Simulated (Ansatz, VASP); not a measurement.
# One calculation of B10Pt, two programs

```
B Pt
1.0
     5.59570    0.00000    0.00000
    -2.79785    4.84602    0.00000
     0.00000    0.00000    4.29530
B Pt
10 1
Direct
  0.77750 0.22250 0.00000
  0.77750 0.55501 0.00000
  0.44499 0.22250 0.00000
  0.22250 0.77750 0.00000
  0.22250 0.44499 0.00000
  0.55501 0.77750 0.00000
  0.33333 0.66667 0.68220
  0.33333 0.66667 0.31780
  0.66667 0.33333 0.31780
  0.66667 0.33333 0.68220
  0.00000 0.00000 0.00000
```

Alike in both runs: functional PBE; k mesh 6 × 6 × 4; occupations gaussian, width 0.1 eV; no spin polarisation.

Ansatz relaxed the structure, and its values are those at the end. VASP's run is a single point on that final structure, the one shown.

|  | VASP | Ansatz |
| --- | --- | --- |
| version | VASP 6.6.1 | Ansatz 0.2.0 |
| potentials or method | VASP PAW PBE potentials, release 64 (B, Pt), cutoff 520 eV | scalar-relativistic, plane waves, PAW |
| valence electrons in the cell | 40 | 48 |

```tsv
	VASP	Ansatz	Ansatz less VASP
gap on the k mesh at the Fermi level (eV)	none	none	-
pressure (GPa)	0.1	0.1	+0.05
rms of the force components (eV/Å)	0.007	0.003	-0.0043
```

A gap of «none» marks a metal or a gap that the smearing closes. VASP's potentials hold 40 valence electrons a cell and Ansatz's 48, so a difference there can come from the potentials and not from the codes.

The k mesh is coarse, so the values compare programs but aren't converged. Spin-orbit coupling is off throughout.
